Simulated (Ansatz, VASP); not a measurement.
**Two plane-wave programs on TiN**

```
CELL_PARAMETERS angstrom
0.00000 2.12390 2.12390
2.12390 0.00000 2.12390
2.12390 2.12390 0.00000
ATOMIC_POSITIONS crystal
Ti 0.50000 0.50000 0.50000
N 0.00000 0.00000 0.00000
```

Alike in both runs: functional PBE; k mesh 8 × 8 × 8; occupations gaussian, width 0.1 eV; no spin polarisation.

Ansatz relaxed the structure, and its values are those at the end. VASP's run is a single point on that final structure, the one shown.

|  | VASP | Ansatz |
| --- | --- | --- |
| version | VASP 6.6.1 | Ansatz 0.2.0 |
| potentials or method | VASP PAW PBE potentials, release 64 (Ti_sv, N), cutoff 520 eV | scalar-relativistic, plane waves, PAW |
| valence electrons in the cell | 17 | 17 |

```csv
,VASP,Ansatz,Ansatz less VASP
gap on the k mesh at the Fermi level (eV),none,none,-
pressure (GPa),0.5,0.0,-0.43
```

A gap of «none» marks a metal or a gap that the smearing closes. The functional is the same, so the differences come from potentials, cutoffs and numerics.
